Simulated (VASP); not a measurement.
AlN:

```
CELL_PARAMETERS angstrom
0.04615 2.00445 2.00445
2.00445 0.04615 2.00445
2.00445 2.00445 0.04615
ATOMIC_POSITIONS crystal
Al 0.00000 0.00000 0.00000
N 0.50000 0.50000 0.50000
```

This cell differs from its parent crystal: epitaxial 111 strain -3.0%.

Base run:

* Program: VASP 6.6.1
* Functional: PBE
* Potentials or basis: VASP PAW PBE potentials, release 64 (Al, N)
* Cutoff: 520 eV
* k mesh: 10 × 10 × 10
* Occupations: fermi-dirac, width 0.02 eV
* Spin: no spin polarisation

Its results: band gap on the k mesh 4.63 eV, indirect (least direct gap 6.32 eV); pressure 23.7 GPa.

Q: The run is repeated on the same cell with these changes: functional from PBE to r2SCAN; occupations from fermi-dirac, width 0.02 eV to gaussian, width 0.01 eV. What comes out?

A: Band gap on the k mesh 5.39 eV, indirect (least direct gap 7.18 eV); pressure 16.8 GPa.

Caveats: the PAW data sets were made with another functional, which shifts forces and pressure a little (some runs).

A k mesh can miss the band edges.
